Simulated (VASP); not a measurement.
Al2Ru, 6 atoms in the cell. It takes space group Pn-3m (No. 224, cubic). Conventional cell: a = 5.300 Å, b = 5.300 Å, c = 5.300 Å, α = 90.00°, β = 90.00°, γ = 90.00°. Within 3.0 Å of Al (site symmetry -3m) lie 2 Ru at 2.30 Å. Within 3.0 Å of Ru (site symmetry -43m) lie 4 Al at 2.30 Å. 

```yaml
Program: VASP 6.6.1
Task: single point
Functional: PBEsol
Potentials_or_basis: VASP PAW PBE potentials, release 64 (Al, Ru_pv)
Cutoff: 520 eV
k_mesh: 6 × 6 × 6
Occupations: fermi-dirac, width 0.03 eV
Spin: no spin polarisation
Dipole_correction: no
Further_INCAR_settings: ALGO = Normal; EDIFF = 1e-07; NBANDS = 29
```

Potentials or basis: VASP PAW PBE potentials, release 64 (Al, Ru_pv).

The run is started by

```bash
$ cat potpaw_PBE.64/Al/POTCAR potpaw_PBE.64/Ru_pv/POTCAR > POTCAR
$ mpirun -np 1 vasp_std > vasp.out
```

Hardware: 1 thread of Intel Xeon 8259CL (shared host).

Problem. How long does it take, and how much memory?

Solution. Run time: 110 s on 1 thread of Intel Xeon 8259CL (shared host), peak memory 0.27 GiB. Counts: scf iterations 14, k points 20.
